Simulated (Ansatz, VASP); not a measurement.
One calculation of Si3B4, two programs

```
Si B
1.0
     4.73692    0.00000    0.00000
    -2.36846    4.10230    0.00000
     0.00000    0.00000    4.14336
Si B
3 4
Direct
  0.50000 0.00000 0.00000
  0.00000 0.50000 0.00000
  0.50000 0.50000 0.00000
  0.50000 0.00000 0.50000
  0.00000 0.50000 0.50000
  0.50000 0.50000 0.50000
  0.00000 0.00000 0.00000
```

Alike in both runs: functional PBE; k mesh 5 × 5 × 3; occupations gaussian, width 0.2 eV; no spin polarisation.

Ansatz relaxed the structure, and its values are those at the end. VASP's run is a single point on that final structure, the one shown.

```csv
,VASP,Ansatz
version,VASP 6.6.1,Ansatz 0.2.0
potentials or method,"VASP PAW PBE potentials, release 64 (Si, B), cutoff 500 eV","scalar-relativistic, plane waves, PAW"
valence electrons in the cell,24,24
```

|  | VASP | Ansatz | Ansatz less VASP |
| --- | --- | --- | --- |
| gap on the k mesh at the Fermi level (eV) | none | none | - |
| pressure (GPa) | 0.1 | 0.2 | +0.12 |

A gap of «none» marks a metal or a gap that the smearing closes.

The k mesh is coarse, so the values compare programs but aren't converged.
